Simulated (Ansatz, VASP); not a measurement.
# One calculation of CsCl, two programs

```
CELL_PARAMETERS angstrom
4.22117 0.00000 0.00000
0.00000 4.22117 0.00000
0.00000 0.00000 4.22117
ATOMIC_POSITIONS crystal
Cs 0.00000 0.00000 0.00000
Cl 0.50000 0.50000 0.50000
```

Alike in both runs: functional r2SCAN; k mesh 8 × 8 × 8; occupations fermi-dirac, width 0.02 eV; no spin polarisation.

Ansatz relaxed the structure, and its values are those at the end. VASP's run is a single point on that final structure, the one shown.

```csv
,VASP,Ansatz
version,VASP 6.6.1,Ansatz 0.2.0
potentials or method,"VASP PAW PBE potentials, release 64 (Cs_sv, Cl), cutoff 550 eV",PAW plane waves
valence electrons in the cell,16,16
```

|  | VASP | Ansatz | Ansatz less VASP |
| --- | --- | --- | --- |
| gap on the k mesh at the Fermi level (eV) | 5.72 | 5.73 | +0.010 |
| pressure (GPa) | -0.9 | -0.9 | -0.03 |

VASP's potentials were made for PBE, not for r2SCAN. Ansatz's warnings: stress scf threshold loose.

Neither program's run includes spin-orbit coupling.
